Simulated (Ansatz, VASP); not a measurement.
## Two plane-wave programs on Mg

```xyz
1
Lattice="-1.5055 1.5055 1.5055 1.5055 -1.5055 1.5055 1.5055 1.5055 -1.5055" Properties=species:S:1:pos:R:3 pbc="T T T"
Mg    0.0000    0.0000    0.0000
```

Change from the starting cell: volume scaled by 1.06, PAW files.

Alike in both runs: task electric field gradients; functional LDA; k mesh 19 × 19 × 19; occupations fermi-dirac, width 0.03 eV; no spin polarisation.

|  | VASP | Ansatz |
| --- | --- | --- |
| version | VASP 6.6.1 | Ansatz 0.2.0 |
| potentials or method | VASP PAW LDA potentials, release 64 (Mg) | PAW with Ansatz's default frozen-core files, scalar-relativistic |
| plane-wave cutoff (eV) | 520 | 420 |
| valence electrons in the cell | 2 | 10 |

VASP gave:

| Quantity | Value |
| --- | --- |
| pressure (GPa) | 44.1 |

Q: What did Ansatz give for the same quantities?

A: Pressure (GPa): 44.0.

LDA's correlation is that of Perdew and Zunger in VASP and of Perdew and Wang (1992) in Ansatz. Both programs put the cell under a high pressure, so it lies far from rest at this level. VASP's potentials hold 2 valence electrons a cell and Ansatz's 10, so a difference there can come from the potentials and not from the codes.
